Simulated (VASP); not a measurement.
Here is a VASP 6.6.1 calculation.

The input INCAR:

```
PREC = Accurate
ENCUT = 600
EDIFF = 1E-7
ISMEAR = 0
SIGMA = 0.1
LREAL = F
LASPH = T
NELM = 60
ALGO = Fast
ISIF = 3
LWAVE = F
LCHARG = F
GGA = PE
IBRION = 2
NSW = 100
EDIFFG = -0.01
```

File KPOINTS:

```
regular mesh
0
Gamma
  12 12 4
```

Contents of POSCAR:

```
LiTa4O
1.0
    2.8885653428      0.0000000000      0.0000000000
   -1.4442826714      2.5015709674      0.0000000000
    0.0000000000      0.0000000000     13.3925565708
Li Ta O
1 4 1
Direct
    0.0000000000      0.0000000000      0.5000000000
    0.6666666667      0.3333333333      0.6946637406
    0.0000000000      0.0000000000      0.8837344055
    0.0000000000      0.0000000000      0.1162655945
    0.6666666667      0.3333333333      0.3053362594
    0.6666666667      0.3333333333      0.0000000000
```

Potentials or basis: VASP PAW PBE potentials, release 64 (Li_sv, Ta_pv, O).

Command:

```console
$ cat potpaw_PBE.64/Li_sv/POTCAR potpaw_PBE.64/Ta_pv/POTCAR potpaw_PBE.64/O/POTCAR > POTCAR
$ mpirun -np 1 vasp_std > vasp.out
```

**Question.** Estimate the band gap on the k mesh.

**Answer.** Zero (an odd number of electrons rules out a gap without spin polarisation).

**Question.** What does it give for the space group after relaxing (to 0.1 Å)?

**Answer.** P-6m2 (No. 187).

**Question.** What does it give for the relaxed cell?

**Answer.** a = 2.888 Å, b = 2.888 Å, c = 13.410 Å, α = 90.00°, β = 90.00°, γ = 120.00°.

The path:
```tsv
step	energy change (eV)	largest force (eV/Å)	pressure (GPa)	volume (Å³)
1	0.0000	0.1344	0.14	96.77
2	-0.0009	0.0191	-0.20	96.97
3	-0.0009	0.0085	-0.14	96.94
4	-0.0009	0.0205	0.18	96.76
5	-0.0010	0.0098	0.01	96.85
```

Caveat: the cutoff is under 1.25 times the usual one of these potentials, so pressure, stress and relaxed cells hold a basis-set (Pulay) error; spin-orbit coupling is left out, which moves the levels of the heavy elements; an odd number of electrons without spin polarisation forces a metal; a magnetic or distorted state may lie lower.
